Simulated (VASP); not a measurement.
# SnTe in VASP: a series of runs, part 2 of 2

VASP 6.6.1. The steps go on from the part before.

## (3) Single point, HSE06 (strain along [111] -2.0%)

File POSCAR:

```
SnTe
1.0
   -0.0477864535      3.5361975557      3.5361975557
    3.5361975557     -0.0477864535      3.5361975557
    3.5361975557      3.5361975557     -0.0477864535
Sn Te
1 1
Direct
   -0.0015824070     -0.0015824070     -0.0015824070
    0.2515824070      0.2515824070      0.2515824070
```

File INCAR.step1:

```
SYSTEM = SnTe
PREC     = Accurate       ! precision mode
ENCUT    = 520            ! plane-wave cutoff, eV
EDIFF    = 1E-5           ! SCF threshold, eV
ISMEAR   = -1             ! smearing method
SIGMA    = 0.02           ! smearing width, eV
LREAL    = .FALSE.        ! projectors in reciprocal space
LASPH    = .TRUE.         ! aspherical terms in the spheres
NELM     = 80             ! most SCF steps
ALGO     = Normal         ! electronic algorithm
ISIF     = 2              ! what is computed and relaxed
LWAVE    = .TRUE.         ! write WAVECAR
LCHARG   = .FALSE.        ! write CHGCAR
NBANDS   = 17             ! bands
GGA      = PE             ! functional
```

File INCAR.step2:

```
SYSTEM = SnTe
PREC     = Accurate       ! precision mode
ENCUT    = 520            ! plane-wave cutoff, eV
EDIFF    = 1E-6           ! SCF threshold, eV
ISMEAR   = -1             ! smearing method
SIGMA    = 0.02           ! smearing width, eV
LREAL    = .FALSE.        ! projectors in reciprocal space
LASPH    = .TRUE.         ! aspherical terms in the spheres
NELM     = 80             ! most SCF steps
ALGO     = Normal         ! electronic algorithm
ISIF     = 2              ! what is computed and relaxed
LWAVE    = .FALSE.        ! write WAVECAR
LCHARG   = .FALSE.        ! write CHGCAR
GGA      = PE             ! functional
LHFCALC  = .TRUE.         ! exact exchange
HFSCREEN = 0.2079         ! screening, 1/A
PRECFOCK = Normal       
NBANDS   = 17             ! bands
ISTART   = 1
```

File KPOINTS:

```
Automatic mesh
0
G
  4 4 4
  0 0 0
```

Potentials or basis: VASP PAW PBE potentials, release 64 (Sn_d, Te).

Run with:

```
> cat potpaw_PBE.64/Sn_d/POTCAR potpaw_PBE.64/Te/POTCAR > POTCAR
> cp INCAR.step1 INCAR
> mpirun -np 1 vasp_std > vasp.out
> cp INCAR.step2 INCAR
> mpirun -np 1 vasp_std > vasp.out
```

OUTCAR:

```text
SYSTEM = SnTe
   PREC = Accurate
   ENCUT = 520
   EDIFF = 1E-6
   ISMEAR = -1
   LREAL = .FALSE.
   LASPH = .TRUE.
   NELM = 80
   ISIF = 2
   GGA = PE
   LHFCALC = .TRUE.
   HFSCREEN = 0.2079
   PRECFOCK = Normal
   ISTART = 1

 ion  position               nearest neighbor table
   1  0.998  0.998  0.998-   2 3.08   2 3.08   2 3.08   2 3.08
   2  0.252  0.252  0.252-   1 3.08   1 3.08   1 3.08   1 3.08

  LATTYP: Found a trigonal (rhomboedric) cell.
 ALAT       =     5.0011668489
[... 446 lines left out ...]

  FORCE on cell =-STRESS in cart. coord.  units (eV):
  Direction    XX          YY          ZZ          XY          YZ          ZX
  --------------------------------------------------------------------------------------
  -------------------------------------------------------------------------------------
  Total        0.2072202      0.2072202      0.2072202     -0.1011217     -0.1011217     -0.1011217
  in kB        3.6794972      3.6794972      3.6794972     -1.7955631     -1.7955631     -1.7955631
  external PRESSURE =       3.6794972 kB  Pullay stress =       0.0000000 kB

 VOLUME and BASIS-vectors are now :
 -----------------------------------------------------------------------------
  energy-cutoff  :      520.00
  volume of cell :       90.23
      direct lattice vectors                 reciprocal lattice vectors
    -0.047786453  3.536197556  3.536197556    -0.138560506  0.140458596  0.140458596
     3.536197556 -0.047786453  3.536197556     0.140458596 -0.138560506  0.140458596
     3.536197556  3.536197556 -0.047786453     0.140458596  0.140458596 -0.138560506

 POSITION                                       TOTAL-FORCE (eV/Angst)
 -----------------------------------------------------------------------------------
      7.01349      7.01349      7.01349         0.010647      0.010647      0.010647
      1.76727      1.76727      1.76727        -0.010647     -0.010647     -0.010647
 -----------------------------------------------------------------------------------
    total drift:                                0.000252      0.000250      0.000245

  FREE ENERGIE OF THE ION-ELECTRON SYSTEM (eV)
  ---------------------------------------------------
  free  energy   TOTEN  =        -8.4469475967 eV

  energy  without entropy=       -8.4468424752  energy(sigma->0) =       -8.44689504
```

OUTCAR.step1:

```text
SYSTEM = SnTe
   PREC = Accurate
   ENCUT = 520
   EDIFF = 1E-5
   ISMEAR = -1
   LREAL = .FALSE.
[... 469 lines left out ...]
      7.01349      7.01349      7.01349         0.015178      0.015178      0.015178
      1.76727      1.76727      1.76727        -0.015178     -0.015178     -0.015178
 -----------------------------------------------------------------------------------
    total drift:                                0.000318      0.000318      0.000318

  FREE ENERGIE OF THE ION-ELECTRON SYSTEM (eV)
  ---------------------------------------------------
  free  energy   TOTEN  =        -7.0703022883 eV

  energy  without entropy=       -7.0667463000  energy(sigma->0) =       -7.06852429
```

Wall time 45 min (1 thread of Oxide Virtual Turin-like, shared host); peak memory 0.32 GiB.

Results:

| Property | Result |
| --- | --- |
| Free energy | -8.4469 eV |
| Pressure | 0.4 GPa |
| Largest force | 0.018 eV/Å |
| Band gap on the k mesh | 0.23 eV (least direct gap 1.10 eV) |

Forces in eV/Å, atoms in the order of the input:
```
Sn   0.011  0.011  0.011
Te  -0.011 -0.011 -0.011
```

Stress tensor (GPa, compression positive):
```
 0.37 -0.18 -0.18
-0.18  0.37 -0.18
-0.18 -0.18  0.37
```

Levels at points of the mesh, in eV from the valence-band top:
```csv
k point,band 6,band 7,band 8,band 9,band 10,band 11,band 12,band 13,band 14,band 15
"(0.00, 0.00, 0.00)",-13.09,-5.57,-2.48,-2.48,-2.37,1.23,1.23,1.29,4.43,6.94
"(0.50, 0.00, 0.00)",-12.42,-7.99,-3.08,-3.00,-2.31,2.12,2.17,4.01,6.03,6.86
"(0.50, 0.50, 0.00)",-12.13,-8.40,-3.87,-3.78,-0.87,0.23,4.55,4.64,5.94,7.02
"(0.50, 0.50, 0.50)",-12.39,-7.94,-3.11,-3.11,-2.49,2.09,2.09,4.09,5.99,6.99
```

Caveat: the cell differs from its parent crystal (strain along [111] -2.0%); the structure was generated, so it needn't be the stable form of SnTe; the PAW data sets were made with another functional, which shifts forces and pressure a little; spin-orbit coupling is left out, which moves the levels of the heavy elements.

## (4) Single point, HSE06 (epitaxial xy strain -1.5%)

File POSCAR:

```
SnTe
1.0
    0.0000000000      3.5302242490      3.6903268782
    3.5302242490      0.0000000000      3.6903268782
    3.5302242490      3.5302242490      0.0000000000
Sn Te
1 1
Direct
    0.0000000000      0.0000000000      0.0000000000
    0.2500000000      0.2500000000      0.2500000000
```

File INCAR.step1:

```
PREC = Accurate
ENCUT = 520
EDIFF = 1E-5
ISMEAR = -1
SIGMA = 0.02
LREAL = F
LASPH = T
NELM = 60
ALGO = Normal
ISIF = 2
LWAVE = T
LCHARG = F
NBANDS = 17
GGA = PE
```

File INCAR.step2:

```
PREC = Accurate
ENCUT = 520
EDIFF = 1E-6
ISMEAR = -1
SIGMA = 0.02
LREAL = F
LASPH = T
NELM = 60
ALGO = Normal
ISIF = 2
LWAVE = F
LCHARG = F
GGA = PE
LHFCALC = T
HFSCREEN = 0.2079
PRECFOCK = Normal
NBANDS = 17
ISTART = 1
```

File KPOINTS:

```
Automatic mesh
0
Gamma
  4 4 4
```

Run with:

```
> cat potpaw_PBE.64/Sn_d/POTCAR potpaw_PBE.64/Te/POTCAR > POTCAR
> cp INCAR.step1 INCAR
> mpirun -np 1 vasp_std > vasp.out
> cp INCAR.step2 INCAR
> mpirun -np 1 vasp_std > vasp.out
```

Run time: 52 min. Hardware: 1 thread of Oxide Virtual Turin-like, shared host; peak memory 0.33 GiB.

Results (log left out):

```
Free energy            : -8.4462 eV
Pressure               : -0.2 GPa
Band gap on the k mesh : 0.19 eV (least direct gap 1.05 eV)
```

Stress tensor (GPa, compression positive):
```
-0.15  0.00  0.00
 0.00 -0.15  0.00
 0.00  0.00 -0.23
```

Levels at points of the mesh, in eV from the valence-band top:
```
           k point  band 8  band 9  band 10  band 11  band 12  band 13
(0.00, 0.00, 0.00)   -2.56   -2.36    -2.36     1.19     1.19     1.33
(0.50, 0.00, 0.00)   -3.13   -2.92    -2.37     2.08     2.13     3.91
(0.50, 0.50, 0.00)   -3.65   -3.65    -0.73     0.32     4.44     4.44
(0.50, 0.00, 0.50)   -3.82   -3.82    -0.96     0.19     4.45     4.54
```

Caveat: the cell differs from its parent crystal (epitaxial xy strain -1.5%); the structure was generated, so it needn't be the stable form of SnTe; the PAW data sets were made with another functional, which shifts forces and pressure a little; spin-orbit coupling is left out, which moves the levels of the heavy elements. A k mesh can miss the band edges.

## (5) Overview

```tsv
cell	gap on the mesh (eV)	pressure (GPa)
a = 5.069 Å, angles 60.0°, 2 atoms, atomic positions A	0.29	-0.2
a = 5.001 Å, angles 60.9°, 2 atoms, atomic positions B	0.23	0.4
a = 5.107, b = 5.107, c = 4.992 Å, angles 60.7, 60.7, 58.5°, 2 atoms, atomic positions A	0.19	-0.2
```

Alike in all rows: task single point; level HSE06; potentials or basis VASP PAW PBE potentials, release 64 (Sn_d, Te); no spin polarisation; k mesh 4 × 4 × 4; cutoff (eV) 520; smearing fermi-dirac 0.02 eV.

Caveats: the structure was generated, so it needn't be the stable form of SnTe; the PAW data sets were made with another functional, which shifts forces and pressure a little; spin-orbit coupling is left out, which moves the levels of the heavy elements.

Absolute energies hang on the potentials; compare differences alone.
